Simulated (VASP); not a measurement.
# HgTe (I-4m2) in VASP: a series of runs

The runs below take HgTe through single point, with LDA, PBEsol+D3(BJ), BLYP+D3(BJ).

Everything below comes from runs of VASP 6.6.1. Logs are shortened: lines on timing, memory, paths and dates and some standing lists are left out, and cuts for length are marked.

**1. The cell of the first run**

Symmetry: I-4m2, No. 119, tetragonal system. The conventional cell has a = 5.599 Å, b = 5.599 Å, c = 3.349 Å, α = 90.00°, β = 90.00°, γ = 90.00°. Within 3.8 Å of Hg (site symmetry -4m2) lie 8 Te at 2.92 to 3.76 Å and 2 Hg at 3.35 Å. Within 3.8 Å of Te (site symmetry -4m2) lie 8 Hg at 2.92 to 3.76 Å and 2 Te at 3.35 Å.

**2. Single point, LDA**

The input, INCAR:

```
ALGO = Normal
EDIFF = 1E-7
ENCUT = 520
GGA = CA
ISIF = 2
ISMEAR = -1
LASPH = True
LCHARG = False
LREAL = False
LWAVE = False
NBANDS = 16
NELM = 80
PREC = Accurate
SIGMA = 0.05
```

The input, KPOINTS:

```
k-points
0
Gamma
  6 6 6
```

The input, POSCAR:

```
HgTe
1.0
   -2.7992765015      2.7992765015      1.6744961135
    2.7992765015     -2.7992765015      1.6744961135
    2.7992765015      2.7992765015     -1.6744961135
Hg Te
1 1
Direct
    0.2500000000      0.7500000000      0.5000000000
    0.0000000000      0.0000000000      0.0000000000
```

Potentials or basis: VASP PAW LDA potentials, release 64 (Hg, Te).

Command:

```
$ cat potpaw_LDA.64/Hg/POTCAR potpaw_LDA.64/Te/POTCAR > POTCAR
$ mpirun -np 1 vasp_std > vasp.out
```

OUTCAR:

```text
EDIFF = 1E-7
   ENCUT = 520
   GGA = CA
   ISIF = 2
   ISMEAR = -1
   LASPH = True
   LREAL = False
   NELM = 80
   PREC = Accurate

 ion  position               nearest neighbor table
   1  0.250  0.750  0.500-   2 2.92   2 2.92   2 2.92   2 2.92   2 3.76   2 3.76   2 3.76   2 3.76

   2  0.000  0.000  0.000-   1 2.92   1 2.92   1 2.92   1 2.92   1 3.76   1 3.76   1 3.76   1 3.76

  LATTYP: Found a body centered tetragonal cell.
 ALAT       =     5.5985530030
 C/A-ratio  =     0.5981888937

  Lattice vectors:

 A1 = (  -2.7992765015,   2.7992765015,   1.6744961135)
 A2 = (   2.7992765015,  -2.7992765015,   1.6744961135)
 A3 = (   2.7992765015,   2.7992765015,  -1.6744961135)

Analysis of symmetry for initial positions (statically):
=====================================================================
 Subroutine PRICEL returns:
 Original cell was already a primitive cell.

 Routine SETGRP: Setting up the symmetry group for a
 body centered tetragonal supercell.

 Subroutine GETGRP returns: Found  8 space group operations
 (whereof  8 operations were pure point group operations)
 out of a pool of 16 trial point group operations.

The static configuration has the point symmetry D_2d.

Analysis of symmetry for dynamics (positions and initial velocities):
=====================================================================
 Subroutine PRICEL returns:
 Original cell was already a primitive cell.

 Routine SETGRP: Setting up the symmetry group for a
 body centered tetragonal supercell.

 Subroutine GETGRP returns: Found  8 space group operations
 (whereof  8 operations were pure point group operations)
 out of a pool of 16 trial point group operations.

The dynamic configuration has the point symmetry D_2d.

 Subroutine INISYM returns: Found  8 space group operations
 (whereof  8 operations are pure point group operations),
 and found     1 'primitive' translations

----------------------------------------------------------------------------------------

                                     Primitive cell

  volume of cell :      52.4851

  direct lattice vectors                    reciprocal lattice vectors
    -2.799276502  2.799276502  1.674496114     0.000000000  0.178617582  0.298597289
     2.799276502 -2.799276502  1.674496114     0.178617582  0.000000000  0.298597289
     2.799276502  2.799276502 -1.674496114     0.178617582  0.178617582  0.000000000

[... 80 lines left out ...]
   LASPH  =      T    aspherical Exc in radial PAW
   ENCUT  =  520.0 eV  38.22 Ry    6.18 a.u.   7.99  7.99  7.99*2*pi/ulx,y,z
   NELM   =     80;   NELMIN=  2; NELMDL= -5     # of ELM steps
   EDIFF  = 0.1E-06   stopping-criterion for ELM
   LREAL  =      F    real-space projection
   EDIFFG = 0.1E-05   stopping-criterion for IOM
   NSW    =      0    number of steps for IOM
   IBRION =     -1    ionic relax: 0-MD 1-quasi-New 2-CG
   NFREE  =      0    steps in history (QN), initial steepest desc. (CG)
   ISIF   =      2    stress and relaxation
   ISYM   =      2    0-nonsym 1-usesym 2-fastsym
   POTIM  = 0.5000    time-step for ionic-motion
   TEBEG  =    0.0;   TEEND  =   0.0 temperature during run
   PSTRESS=    0.0 pullay stress
   NELECT =      18.0000    total number of electrons
   NUPDOWN=      -1.0000    fix difference up-down
   EMIN   =  10.00;   EMAX   =-10.00  energy-range for DOS
   EFERMI =   0.00;   METHOD = LEGACY
   ISMEAR =    -1;   SIGMA  =   0.05  broadening in eV -4-tet -1-fermi 0-gaus
   EFERMI_NEDOS =   21; number of points for ismear=-14 and -15
   IALGO  =     38    algorithm
   IMIX   =      4    mixing-type and parameters
     AMIX     =   0.40;   BMIX     =  1.00
     AMIX_MAG =   1.60;   BMIX_MAG =  1.00
  volume/ion in A,a.u.               =      26.24       177.09
  Fermi-wavevector in a.u.,A,eV,Ry     =   1.145919  2.165472 17.866210  1.313129
  Thomas-Fermi vector in A             =   2.282605
   LORBIT       =      0    0 simple, 1 ext, 2 COOP (PROOUT), +10 PAW based schemes
   GGA     = CA    functional components
   LHFCALC =     F    Hartree Fock is set to
   AEXX    =    0.0000 exact exchange contribution
   IVDW    =     0    specifies the selected vdW correction
   LEPSILON=     F    determine dielectric tensor
   LRPA    =     F    only Hartree local field effects (RPA)
 non-spin polarized calculation
  energy-cutoff  :      520.00
  volume of cell :       52.49
 maximum number of plane-waves:      1430
   NGX = 15   NGY = 15   NGZ = 15

 number of electron      17.9999997 magnetization

 Free energy of the ion-electron system (eV)
  ---------------------------------------------------
  ext. energy  EPLUGINS =         0.00000000
  ---------------------------------------------------
  free energy    TOTEN  =        -4.74867563 eV

  energy without entropy =       -4.73982632  energy(sigma->0) =       -4.74425097

 E-fermi :   5.3145     XC(G=0): -10.5492

 val. band max:        5.2663287805   @ k =  -0.3333   0.1667   0.0000
 cond. band min:       5.3417553324   @ k =  -0.1667  -0.3333   0.1667
 fundamental gap:      0.0754265519
 Fermi energy:         5.3145061467

 k-point     1 :       0.0000    0.0000    0.0000
  band No.  band energies     occupation
      1      -7.5827      2.00000
      2      -2.0897      2.00000
      3      -1.9005      2.00000
      4      -1.8005      2.00000
      5      -1.4955      2.00000
      6      -1.4955      2.00000
[... 433 lines left out ...]
      3      -2.0589      2.00000
      4      -1.8488      2.00000
      5      -1.5811      2.00000
      6      -0.9151      2.00000
[... 8 lines left out ...]
     15      16.7413      0.00000
     16      18.7594      0.00000

 [... further k-points ...]

------------------------ aborting loop because EDIFF is reached ----------------------------------------

  FORCE on cell =-STRESS in cart. coord.  units (eV):
  Direction    XX          YY          ZZ          XY          YZ          ZX
  --------------------------------------------------------------------------------------
  -------------------------------------------------------------------------------------
  Total        0.1261766      0.1261766      0.0906492      0.0000000     -0.0000000      0.0000000
  in kB        3.8517100      3.8517100      2.7671882      0.0000000     -0.0000000      0.0000000
  external PRESSURE =       3.4902028 kB  Pullay stress =       0.0000000 kB

 VOLUME and BASIS-vectors are now :
 -----------------------------------------------------------------------------
  energy-cutoff  :      520.00
  volume of cell :       52.49
      direct lattice vectors                 reciprocal lattice vectors
    -2.799276502  2.799276502  1.674496114     0.000000000  0.178617582  0.298597289
     2.799276502 -2.799276502  1.674496114     0.178617582  0.000000000  0.298597289
     2.799276502  2.799276502 -1.674496114     0.178617582  0.178617582  0.000000000

 POSITION                                       TOTAL-FORCE (eV/Angst)
 -----------------------------------------------------------------------------------
      2.79928     -0.00000      0.83725         0.000000     -0.000000     -0.000000
      0.00000      0.00000      0.00000        -0.000000      0.000000      0.000000
 -----------------------------------------------------------------------------------
    total drift:                                0.000000     -0.000000      0.000000

  FREE ENERGIE OF THE ION-ELECTRON SYSTEM (eV)
  ---------------------------------------------------
  free  energy   TOTEN  =        -4.7486756255 eV

  energy  without entropy=       -4.7398263153  energy(sigma->0) =       -4.74425097
```

stdout:

```text
POSCAR found type information on POSCAR HgTe
 POSCAR found :  2 types and       2 ions
 scaLAPACK will be used
 LDA part: xc-table for (Slater(with rela. corr.)+CA(PZ))
 , standard interpolation
 POSCAR, INCAR and KPOINTS ok, starting setup
 FFT: planning ... GRIDC
 FFT: planning ... GRID_SOFT
 FFT: planning ... GRID
 WAVECAR not read
 entering main loop
```

Wall time 7.7 s (1 thread of Intel Xeon 6975P-C (Granite Rapids), shared host); peak memory 0.17 GiB.

What came out:

```yaml
Free_energy: -4.7487 eV
Pressure: 0.3 GPa
Band_gap_on_the_k_mesh: zero (band 9 reaches 6.84 eV, above the bottom of band 10 at 3.10 eV)
```

Caveat: the k points lie up to 0.36 Å⁻¹ apart; spin-orbit coupling is left out, which moves the levels of the heavy elements.

**3. Single point, PBEsol+D3(BJ)**

This run uses another cell than the first one, of 25.74 Å³/atom, 0.981 times its volume.

The input, INCAR:

```
  PREC = Accurate
  ENCUT = 520
  EDIFF = 1E-6
  ISMEAR = -1
  SIGMA = 0.05
  LREAL = False
  LASPH = True
  NELM = 100
  ALGO = Normal
  ISIF = 2
  LWAVE = False
  LCHARG = False
  GGA = PS
  IVDW = 12
  NBANDS = 16
```

The input, KPOINTS:

```
regular mesh
0
Gamma
  6 6 6
```

The input, POSCAR:

```
HgTe
1.0
   -2.7990869648      2.7990869648      1.6426838100
    2.7990869648     -2.7990869648      1.6426838100
    2.7990869648      2.7990869648     -1.6426838100
Hg Te
1 1
Direct
    0.2500000000      0.7500000000      0.5000000000
    0.0000000000      0.0000000000      0.0000000000
```

Potentials or basis: VASP PAW PBE potentials, release 64 (Hg, Te).

Command:

```
$ cat potpaw_PBE.64/Hg/POTCAR potpaw_PBE.64/Te/POTCAR > POTCAR
$ mpirun -np 1 vasp_std > vasp.out
```

Run time: 8.4 s. Hardware: 1 thread of Intel Xeon 6975P-C (Granite Rapids), shared host; peak memory 0.19 GiB.

Results (log left out):

* Free energy: -4.9549 eV
* Pressure: 0.2 GPa
* Band gap on the k mesh: zero (band 9 reaches 7.23 eV, above the bottom of band 10 at 3.22 eV)
* Dispersion energy per atom: -0.457 eV

Stress tensor (GPa, compression positive):
```
0.28 0.00 0.00
0.00 0.28 0.00
0.00 0.00 0.09
```

Levels at points of the mesh, in eV from the Fermi level:
| k point | band 6 | band 7 | band 8 | band 9 | band 10 | band 11 | band 12 | band 13 |
| --- | --- | --- | --- | --- | --- | --- | --- | --- |
| (0.00, 0.00, 0.00) | -6.83 | -2.53 | -2.30 | -2.30 | 2.44 | 4.99 | 8.18 | 8.31 |
| (0.50, 0.00, 0.00) | -6.78 | -4.86 | -2.21 | -1.70 | -0.58 | 3.51 | 3.91 | 6.37 |
| (0.50, 0.50, 0.00) | -6.67 | -6.51 | -0.20 | 1.63 | 2.52 | 3.05 | 3.88 | 7.78 |
| (0.50, 0.50, 0.50) | -6.14 | -4.94 | -4.94 | -4.58 | 1.84 | 5.24 | 10.12 | 10.12 |

Caveat: the k points lie up to 0.37 Å⁻¹ apart; the PAW data sets were made with another functional, which shifts forces and pressure a little; spin-orbit coupling is left out, which moves the levels of the heavy elements; pairwise dispersion overbinds metals, which lowers pressure and volume.

**4. Single point, BLYP+D3(BJ)**

This run uses another cell than the first one, of 28.28 Å³/atom, 1.078 times its volume.

The input, INCAR:

```
SYSTEM = HgTe
PREC = Accurate ; ENCUT = 520
EDIFF = 1E-6 ; ISMEAR = -1
SIGMA = 0.05 ; LREAL = .FALSE.
LASPH = .TRUE. ; NELM = 100
ALGO = Normal ; ISIF = 2
LWAVE = .FALSE. ; LCHARG = .TRUE.
GGA = B5 ; ALDAX = 1.0
AGGAX = 1.0 ; AGGAC = 1.0
ALDAC = 0.0 ; IVDW = 12
VDW_S6 = 1.0 ; VDW_S8 = 2.6996
VDW_A1 = 0.4298 ; VDW_A2 = 4.2359
LELF = .TRUE. ; LVHAR = .TRUE.
NBANDS = 16
```

The input, KPOINTS:

```
regular mesh
0
G
  6 6 6
  0 0 0
```

The input, POSCAR:

```
HgTe
1.0
   -2.8750661388      2.8750661388      1.7104777704
    2.8750661388     -2.8750661388      1.7104777704
    2.8750661388      2.8750661388     -1.7104777704
Hg Te
1 1
Direct
    0.2500000000      0.7500000000      0.5000000000
    0.0000000000      0.0000000000      0.0000000000
```

Command:

```
$ cat potpaw_PBE.64/Hg/POTCAR potpaw_PBE.64/Te/POTCAR > POTCAR
$ mpirun -np 1 vasp_std > vasp.out
```

Wall time 21 s (1 thread of Intel Xeon 6975P-C (Granite Rapids), shared host); peak memory 0.21 GiB.

It converged, with:

| Quantity | Value |
| --- | --- |
| Free energy | -4.0693 eV |
| Pressure | 0.3 GPa |
| Band gap on the k mesh | zero (band 9 reaches 6.50 eV, above the bottom of band 10 at 3.16 eV) |
| Dispersion energy per atom | -1.039 eV |

Stress tensor (GPa, compression positive):
```
0.36 0.00 0.00
0.00 0.36 0.00
0.00 0.00 0.25
```

Levels at points of the mesh, in eV from the Fermi level:
| k point | band 6 | band 7 | band 8 | band 9 | band 10 | band 11 | band 12 | band 13 |
| --- | --- | --- | --- | --- | --- | --- | --- | --- |
| (0.00, 0.00, 0.00) | -6.59 | -2.53 | -1.88 | -1.88 | 1.98 | 5.57 | 8.02 | 8.02 |
| (0.50, 0.00, 0.00) | -6.46 | -4.43 | -2.03 | -1.46 | -0.26 | 3.81 | 3.98 | 6.28 |
| (0.50, 0.50, 0.00) | -6.46 | -6.10 | -0.21 | 1.32 | 2.73 | 2.96 | 4.22 | 7.79 |
| (0.50, 0.50, 0.50) | -6.03 | -4.14 | -4.13 | -4.13 | 1.52 | 5.38 | 9.58 | 9.58 |

Caveat: the PAW data sets were made with another functional, which shifts forces and pressure a little; spin-orbit coupling is left out, which moves the levels of the heavy elements; pairwise dispersion overbinds metals, which lowers pressure and volume.

**5. Overview**

| level | potentials or basis | cell | gap on the mesh (eV) | pressure (GPa) |
| --- | --- | --- | --- | --- |
| LDA | VASP PAW LDA potentials, release 64 (Hg, Te) | a = 4.298 Å, angles 98.7, 98.7, 134.1°, 2 atoms | none | 0.3 |
| PBEsol+D3(BJ) | VASP PAW PBE potentials, release 64 (Hg, Te) | a = 4.286 Å, angles 98.4, 98.4, 134.9°, 2 atoms | none | 0.2 |
| BLYP+D3(BJ) | VASP PAW PBE potentials, release 64 (Hg, Te) | a = 4.411 Å, angles 98.6, 98.6, 134.4°, 2 atoms | none | 0.3 |

Alike in all rows: task single point; no spin polarisation; k mesh 6 × 6 × 6; cutoff (eV) 520; smearing fermi-dirac 0.05 eV.

Caveats: some runs use coarse meshes; spin-orbit coupling is left out, which moves the levels of the heavy elements; the PAW data sets were made with another functional, which shifts forces and pressure a little (some runs); pairwise dispersion overbinds metals, which lowers pressure and volume (some runs).

Absolute energies hang on the potentials; compare differences alone.
